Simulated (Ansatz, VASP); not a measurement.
# Two plane-wave programs on BN

```
B N
1.0
     1.35121    0.78012    3.50785
    -1.35121    0.78012    3.50785
     0.00000   -1.56024    3.50785
B N
1 1
Direct
  0.99967 0.99967 0.99967
  0.33276 0.33276 0.33276
```

Change from the starting cell: strain +0.080 along x and y, +0.040 along z, atoms carried along.

Alike in both runs: task single point; functional PBE; dispersion D3(BJ); k mesh 12 × 12 × 12; occupations gaussian, width 0.05 eV; no spin polarisation.

|  | VASP | Ansatz |
| --- | --- | --- |
| version | VASP 6.6.1 | Ansatz 0.2.0 |
| potentials or method | VASP PAW PBE potentials, release 64 (B, N), cutoff 520 eV | scalar-relativistic, plane waves, PAW |
| valence electrons in the cell | 8 | 8 |

```csv
,VASP,Ansatz,Ansatz less VASP
gap on the k mesh at the Fermi level (eV),3.88,3.89,+0.004
least direct gap on the mesh (eV),4.10,4.10,+0.002
pressure (GPa),-36.8,-36.8,+0.02
"traceless stress, the component that is largest in VASP (GPa)",35.89,35.97,+0.087
```

Both programs put the cell under strong tension, so it lies far from rest at this level.

Noted on VASP's run: the cell as given lies far from equilibrium.
